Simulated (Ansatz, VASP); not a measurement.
# One calculation of Rh, two programs

```xyz
1
Lattice="0.0000 1.8900 1.8900 1.8900 0.0000 1.8900 1.8900 1.8900 0.0000" Properties=species:S:1:pos:R:3 pbc="T T T"
Rh    0.0000    0.0000    0.0000
```

Alike in both runs: task single point; functional LDA; k mesh 8 × 8 × 8; occupations gaussian, width 0.1 eV; no spin polarisation.

|  | VASP | Ansatz |
| --- | --- | --- |
| version | VASP 6.6.1 | Ansatz 0.2.0 |
| potentials or method | VASP PAW LDA potentials, release 64 (Rh_pv), cutoff 500 eV | scalar-relativistic, plane waves, PAW |
| valence electrons in the cell | 15 | 17 |

```tsv
	VASP	Ansatz	Ansatz less VASP
gap on the k mesh at the Fermi level (eV)	none	none	-
pressure (GPa)	-4.5	-5.3	-0.82
```

Ansatz warns that its potentials were made for another functional, while VASP's fit it. LDA's correlation is that of Perdew and Zunger in VASP and of Perdew and Wang (1992) in Ansatz. A gap of «none» marks a metal or a gap that the smearing closes. VASP's potentials hold 15 valence electrons a cell and Ansatz's 17, so a difference there can come from the potentials and not from the codes.
